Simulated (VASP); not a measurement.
Set up this calculation in VASP 6.6.1, as the native input.

* Task: single point
* Functional: r2SCAN
* Potentials or basis: VASP PAW PBE potentials, release 64 (Ba_sv, Ti_sv, O)
* Cutoff: 520 eV
* k mesh: 6 × 6 × 6
* Occupations: gaussian, width 0.02 eV
* Spin: no spin polarisation
* Hubbard terms: Ti d U = 4.0 eV
* Dipole correction: no
* Further INCAR settings: ALGO = Normal; EDIFF = 1e-07; NBANDS = 28

BaTiO3:

```
CELL_PARAMETERS angstrom
3.97566 0.00000 0.00000
0.00000 3.97566 0.00000
0.00000 0.00000 3.97560
ATOMIC_POSITIONS crystal
Ba 0.50000 0.50000 0.57220
Ti 0.00000 0.00000 0.07258
O 0.00000 0.50000 0.07182
O 0.50000 0.00000 0.07182
O 0.00000 0.00000 0.57158
```

The input as run:

POSCAR

```
BaTiO3
1.0
    3.9756623640      0.0000000000      0.0000000000
    0.0000000000      3.9756623640      0.0000000000
    0.0000000000      0.0000000000      3.9756044387
Ba Ti O
1 1 3
Direct
    0.5000000000      0.5000000000      0.5721977700
    0.0000000000      0.0000000000      0.0725846088
    0.0000000000      0.5000000000      0.0718165020
    0.5000000000      0.0000000000      0.0718165020
    0.0000000000      0.0000000000      0.5715816072
```

INCAR.step1

```
SYSTEM = BaTiO3
PREC = Accurate
ENCUT = 520
ISMEAR = 0
SIGMA = 0.02
LREAL = .False.
LASPH = .True.
NELM = 150
LMAXMIX = 4
LDAU = .True.
LDAUTYPE = 2
LDAUL = -1 2 -1
LDAUU = 0 4 0
LDAUJ = 0 0 0
NBANDS = 28
GGA = PE
ALGO = Normal
EDIFF = 1E-4
LWAVE = .True.
LCHARG = .False.
```

INCAR.step2

```
SYSTEM = BaTiO3
PREC = Accurate
ENCUT = 520
EDIFF = 1E-7
ISMEAR = 0
SIGMA = 0.02
LREAL = .False.
LASPH = .True.
NELM = 150
ALGO = Normal
ISIF = 2
LWAVE = .False.
LCHARG = .False.
LMAXMIX = 4
LDAU = .True.
LDAUTYPE = 2
LDAUL = -1 2 -1
LDAUU = 0 4 0
LDAUJ = 0 0 0
LDAUPRINT = 1
METAGGA = R2SCAN
LMIXTAU = .True.
NBANDS = 28
ISTART = 1
```

KPOINTS

```
regular mesh
0
Gamma
  6 6 6
  0 0 0
```

Potentials or basis: VASP PAW PBE potentials, release 64 (Ba_sv, Ti_sv, O).

Command:

```sh
$ cat potpaw_PBE.64/Ba_sv/POTCAR potpaw_PBE.64/Ti_sv/POTCAR potpaw_PBE.64/O/POTCAR > POTCAR
$ cp INCAR.step1 INCAR
$ mpirun -np 1 vasp_std > vasp.out
$ cp INCAR.step2 INCAR
$ mpirun -np 1 vasp_std > vasp.out
```

Results of the run:

| Quantity | Value |
| --- | --- |
| Pressure | 8.2 GPa |
| Largest force | 0.017 eV/Å |
| Band gap on the k mesh | 2.72 eV (least direct gap 2.90 eV) |

Caveat: the cell stands under pressure; the PAW data sets were made with another functional, which shifts forces and pressure a little; spin-orbit coupling is left out, which moves the levels of the heavy elements.

Run time: 7.4 min on 1 thread of Intel Xeon 8259CL (shared host), peak memory 0.22 GiB.
